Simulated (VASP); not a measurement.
# O2C in VASP: further runs, part 2 of 2

VASP 6.6.1.

**3. Relaxation of the atoms, PBE+D3(BJ)**

INCAR reads:

```
SYSTEM = CO2
ALGO = Normal
EDIFF = 1E-7
EDIFFG = -0.01
ENCUT = 520
GGA = PE
IBRION = 2
ISIF = 2
ISMEAR = 0
ISYM = 0
IVDW = 12
LASPH = .True.
LCHARG = .False.
LREAL = .False.
LWAVE = .False.
NELM = 100
NSW = 100
PREC = Accurate
SIGMA = 0.005
```

KPOINTS reads:

```
k-points
0
Gamma
  1 1 1
  0 0 0
```

POSCAR reads:

```
CO2
1.0
   15.0000000000      0.0000000000      0.0000000000
    0.0000000000     15.5000000000      0.0000000000
    0.0000000000      0.0000000000     16.0000000000
O C
2 1
Direct
    0.4311452656      0.4994289404      0.4678858984
    0.5713058875      0.4992361011      0.5339449119
    0.4975488469      0.5013349585      0.4981691897
```

Potentials or basis: VASP PAW PBE potentials, release 64 (O, C).

Started as:

```
cat potpaw_PBE.64/O/POTCAR potpaw_PBE.64/C/POTCAR > POTCAR
mpirun -np 1 vasp_gam > vasp.out
```

OUTCAR:

```text
SYSTEM = CO2
   EDIFF = 1E-7
   EDIFFG = -0.01
   ENCUT = 520
   GGA = PE
   IBRION = 2
   ISIF = 2
   ISMEAR = 0
   ISYM = 0
   IVDW = 12
   LASPH = .True.
   LREAL = .False.
   NELM = 100
   NSW = 100
   PREC = Accurate
 IVDW          = 12

 ion  position               nearest neighbor table
   1  0.431  0.499  0.468-   3 1.11
   2  0.571  0.499  0.534-   3 1.25
   3  0.498  0.501  0.498-   1 1.11   2 1.25

IMPORTANT INFORMATION: All symmetrisations will be switched off!
NOSYMM: (Re-)initialisation of all symmetry stuff for point group C_1.

----------------------------------------------------------------------------------------

                                     Primitive cell

  volume of cell :    3720.0000

  direct lattice vectors                    reciprocal lattice vectors
    15.000000000  0.000000000  0.000000000     0.066666667  0.000000000  0.000000000
     0.000000000 15.500000000  0.000000000     0.000000000  0.064516129  0.000000000
     0.000000000  0.000000000 16.000000000     0.000000000  0.000000000  0.062500000

  length of vectors
    15.000000000 15.500000000 16.000000000     0.066666667  0.064516129  0.062500000

  position of ions in fractional coordinates (direct lattice)
     0.431145266  0.499428940  0.467885898
     0.571305888  0.499236101  0.533944912
     0.497548847  0.501334959  0.498169190

  ion indices of the primitive-cell ions
   primitive index   ion index
                 1           1
                 2           2
                 3           3

----------------------------------------------------------------------------------------

 KPOINTS: k-points

Automatic generation of k-mesh.
 Grid dimensions read from file:
 generate k-points for:    1    1    1

 Generating k-lattice:

  Cartesian coordinates                     Fractional coordinates (reciprocal lattice)
     0.066666667  0.000000000  0.000000000     1.000000000  0.000000000  0.000000000
     0.000000000  0.064516129  0.000000000     0.000000000  1.000000000  0.000000000
     0.000000000  0.000000000  0.062500000     0.000000000  0.000000000  1.000000000

  Length of vectors
     0.066666667  0.064516129  0.062500000

  Shift w.r.t. Gamma in fractional coordinates (k-lattice)
     0.000000000  0.000000000  0.000000000

 Subroutine IBZKPT returns following result:
 ===========================================

 Found      1 irreducible k-points:

 Following reciprocal coordinates:
            Coordinates               Weight
  0.000000  0.000000  0.000000      1.000000
   k-points           NKPTS =      1   k-points in BZ     NKDIM =      1   number of bands    NBANDS=     12
   number of dos      NEDOS =    301   number of ions     NIONS =      3
   total plane-waves  NPLWV = ******
   dimension x,y,z NGX =   112 NGY =  120 NGZ =  120
   dimension x,y,z NGXF=   224 NGYF=  240 NGZF=  240
   ions per type =               2   1
   NGX,Y,Z   is equivalent  to a cutoff of  12.41, 12.87, 12.47 a.u.
   NGXF,Y,Z  is equivalent  to a cutoff of  24.83, 25.74, 24.94 a.u.
 SYSTEM =  CO2
   PREC   = accura    normal or accurate (medium, high low for compatibility)
   ISTART =      0    job   : 0-new  1-cont  2-samecut
   ICHARG =      2    charge: 1-file 2-atom 10-const
   ISPIN  =      1    spin polarized calculation?
   LNONCOLLINEAR =      F non collinear calculations
   LSORBIT =      F    spin-orbit coupling
   LASPH  =      T    aspherical Exc in radial PAW
   ENCUT  =  520.0 eV  38.22 Ry    6.18 a.u.  27.89 28.82 29.75*2*pi/ulx,y,z
   NELM   =    100;   NELMIN=  2; NELMDL= -5     # of ELM steps
   EDIFF  = 0.1E-06   stopping-criterion for ELM
   LREAL  =      F    real-space projection
   EDIFFG = -.1E-01   stopping-criterion for IOM
   NSW    =    100    number of steps for IOM
   IBRION =      2    ionic relax: 0-MD 1-quasi-New 2-CG
   NFREE  =      1    steps in history (QN), initial steepest desc. (CG)
   ISIF   =      2    stress and relaxation
   ISYM   =      0    0-nonsym 1-usesym 2-fastsym
   POTIM  = 0.5000    time-step for ionic-motion
   TEBEG  =    0.0;   TEEND  =   0.0 temperature during run
   PSTRESS=    0.0 pullay stress
   NELECT =      16.0000    total number of electrons
   NUPDOWN=      -1.0000    fix difference up-down
   EMIN   =  10.00;   EMAX   =-10.00  energy-range for DOS
   EFERMI =   0.00;   METHOD = LEGACY
   ISMEAR =     0;   SIGMA  =   0.01  broadening in eV -4-tet -1-fermi 0-gaus
   EFERMI_NEDOS =   21; number of points for ismear=-14 and -15
   IALGO  =     38    algorithm
   IMIX   =      4    mixing-type and parameters
     AMIX     =   0.40;   BMIX     =  1.00
     AMIX_MAG =   1.60;   BMIX_MAG =  1.00
  volume/ion in A,a.u.               =    1240.00      8367.93
  Fermi-wavevector in a.u.,A,eV,Ry     =   0.266236  0.503114  0.964405  0.070882
  Thomas-Fermi vector in A             =   1.100240
   LORBIT       =      0    0 simple, 1 ext, 2 COOP (PROOUT), +10 PAW based schemes
   GGA     = PE    functional components
   LHFCALC =     F    Hartree Fock is set to
   AEXX    =    0.0000 exact exchange contribution
   IVDW    =    12    specifies the selected vdW correction
   LEPSILON=     F    determine dielectric tensor
   LRPA    =     F    only Hartree local field effects (RPA)
 conjugate gradient relaxation of ions
 non-spin polarized calculation
 Gauss-broadening in eV      SIGMA  =   0.01
  energy-cutoff  :      520.00
  volume of cell :     3720.00
 maximum number of plane-waves:     50071
 NGX is ok and might be reduce to   112
   NGX = 55   NGY = 57   NGZ = 59

--------------------------------------- Ionic step        1  -------------------------------------------

 number of electron      16.0000003 magnetization

 Free energy of the ion-electron system (eV)
  ---------------------------------------------------
  ext. energy  EPLUGINS =         0.00000000
  ---------------------------------------------------
  free energy    TOTEN  =       -22.52863780 eV

  energy without entropy =      -22.52863780  energy(sigma->0) =      -22.52863780

------------------------ aborting loop because EDIFF is reached ----------------------------------------

 Edisp (eV)   -0.02548

 E8    (eV) :    -0.0077

  FORCE on cell =-STRESS in cart. coord.  units (eV):
  Direction    XX          YY          ZZ          XY          YZ          ZX
  --------------------------------------------------------------------------------------
  -------------------------------------------------------------------------------------
  Total       2.31292    -0.07822     0.34754     0.34507     0.17869     1.01483
  in kB       0.99616    -0.03369     0.14968     0.14862     0.07696     0.43708
  external pressure =        0.37 kB  Pullay stress =        0.00 kB
[... 100 lines left out ...]
  FREE ENERGIE OF THE ION-ELECTRON SYSTEM (eV)
  ---------------------------------------------------
  free  energy   TOTEN  =       -22.6424591629 eV

  energy  without entropy=      -22.6424591629  energy(sigma->0) =      -22.64245916

[... ionic steps 4 to 15 ...]

--------------------------------------- Ionic step       16  -------------------------------------------

 number of electron      16.0000001 magnetization

------------------------ aborting loop because EDIFF is reached ----------------------------------------

 Edisp (eV)   -0.02548

 E8    (eV) :    -0.0077
[... 71 lines left out ...]
  energy  without entropy=      -22.9927098987  energy(sigma->0) =      -22.99270990

--------------------------------------- Ionic step       18  -------------------------------------------

 number of electron      16.0000001 magnetization

 Free energy of the ion-electron system (eV)
  ---------------------------------------------------
  ext. energy  EPLUGINS =         0.00000000
  ---------------------------------------------------
  free energy    TOTEN  =       -22.96724741 eV

  energy without entropy =      -22.96724741  energy(sigma->0) =      -22.96724741

 E-fermi :  -8.9678     XC(G=0):  -0.2103

 val. band max:       -9.0276882735   @ k =   0.0000   0.0000   0.0000
 cond. band min:      -0.9760196034   @ k =   0.0000   0.0000   0.0000
 fundamental gap:      8.0516686701
 Fermi energy:        -8.9677911929

 k-point     1 :       0.0000    0.0000    0.0000
  band No.  band energies     occupation
      1     -29.1072      2.00000
      2     -28.0972      2.00000
      3     -13.7470      2.00000
      4     -12.5909      2.00000
      5     -12.5909      2.00000
      6     -12.5578      2.00000
      7      -9.0277      2.00000
      8      -9.0277      2.00000
      9      -0.9760      0.00000
     10      -0.5728      0.00000
     11      -0.5727      0.00000
     12       0.1298      0.00000
[... 32 lines left out ...]
  FREE ENERGIE OF THE ION-ELECTRON SYSTEM (eV)
  ---------------------------------------------------
  free  energy   TOTEN  =       -22.9927327976 eV

  energy  without entropy=      -22.9927327976  energy(sigma->0) =      -22.99273280

 reached required accuracy - stopping structural energy minimisation
```

OSZICAR:

```text
N       E                     dE             d eps       ncg     rms          rms(c)
DAV:   1     0.147439049478E+03    0.14744E+03   -0.37290E+03    40   0.655E+02
DAV:   2     0.225106052626E+02   -0.12493E+03   -0.12342E+03    48   0.147E+02
DAV:   3    -0.214918683004E+02   -0.44002E+02   -0.43871E+02    32   0.118E+02
[... 325 lines left out ...]
DAV:   3    -0.229672453525E+02   -0.19998E-06   -0.17111E-06    28   0.182E-02    0.367E-03
DAV:   4    -0.229672464744E+02   -0.11220E-05   -0.49837E-07    24   0.951E-03    0.121E-03
DAV:   5    -0.229672470657E+02   -0.59132E-06   -0.51849E-08    20   0.283E-03    0.488E-04
DAV:   6    -0.229672473510E+02   -0.28527E-06    0.13106E-09    16   0.155E-03    0.145E-04
DAV:   7    -0.229672474051E+02   -0.54103E-07    0.28362E-08    16   0.735E-04
  18 F= -.22992733E+02 E0= -.22992733E+02  d E =-.502138E-05
```

It took 65 min on 1 thread of Intel Xeon Platinum 8259CL at 2.50GHz (Skylake/Cascade Lake), shared host; peak memory 2.2 GiB.

Results:

```yaml
Free_energy: -22.9927 eV
Largest_force_after_relaxing: 0.005 eV/Å
Gap_between_the_frontier_levels: 8.05 eV
Dispersion_energy_per_atom: -0.008 eV
```

Forces on the atoms (eV/Å):
```
O    0.002  0.002  0.000
O   -0.001  0.002 -0.002
C   -0.001 -0.005  0.002
```

Final structure:
```
O C
1.0
    15.00000    0.00000    0.00000
     0.00000   15.50000    0.00000
     0.00000    0.00000   16.00000
O C
2 1
Cartesian
  6.4485 7.7508 7.4718
  8.5514 7.7490 8.5284
  7.5001 7.7502 7.9999
```
